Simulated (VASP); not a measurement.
Set up this calculation in VASP 6.6.1, as the native input.

```yaml
Task: single point
Functional: PBE
Potentials_or_basis: VASP PAW PBE potentials, release 64 (Ca_sv, P, As)
Cutoff: 500 eV
k_mesh: 4 × 4 × 4
Occupations: gaussian, width 0.1 eV
Spin: no spin polarisation
Dipole_correction: no
Further_INCAR_settings: ALGO = Normal; EDIFF = 1e-06; NBANDS = 28
```

The structure of Ca3AsP lies in POSCAR:

```
Ca3AsP
1.0
    5.3338990000      0.0000000000      0.0000000000
    0.0000000000      5.3338990000      0.0000000000
    0.0000000000      0.0000000000      5.3338990000
Ca P As
3 1 1
Direct
    0.4570000000      1.1730000000      0.6490000000
    0.9570000000      0.6730000000      0.6490000000
    0.9570000000      1.1730000000      0.1490000000
    0.9570000000      1.1730000000      0.6490000000
    0.4570000000      0.6730000000      0.1490000000
```

These files were run (other wordings do the same):

INCAR

```
ALGO = Normal ; EDIFF = 1E-6
ENCUT = 500 ; GGA = PE
GGA_COMPAT = F ; ISIF = 2
ISMEAR = 0 ; LASPH = T
LCHARG = T ; LELF = T
LREAL = F ; LVHAR = T
LWAVE = F ; NBANDS = 28
NELM = 120 ; PREC = Accurate
SIGMA = 0.1
```

KPOINTS

```
k-points
0
Gamma
  4 4 4
```

Potentials or basis: VASP PAW PBE potentials, release 64 (Ca_sv, P, As).

Run with:

```sh
$ cat potpaw_PBE.64/Ca_sv/POTCAR potpaw_PBE.64/P/POTCAR potpaw_PBE.64/As/POTCAR > POTCAR
$ mpirun -np 1 vasp_std > vasp.out
```

Results of the run:

```
Pressure               : 0.0 GPa
Band gap on the k mesh : 0.18 eV
```

It took 82 s on 1 thread of Intel Xeon 8259CL, on a shared host, peak memory 0.25 GiB.
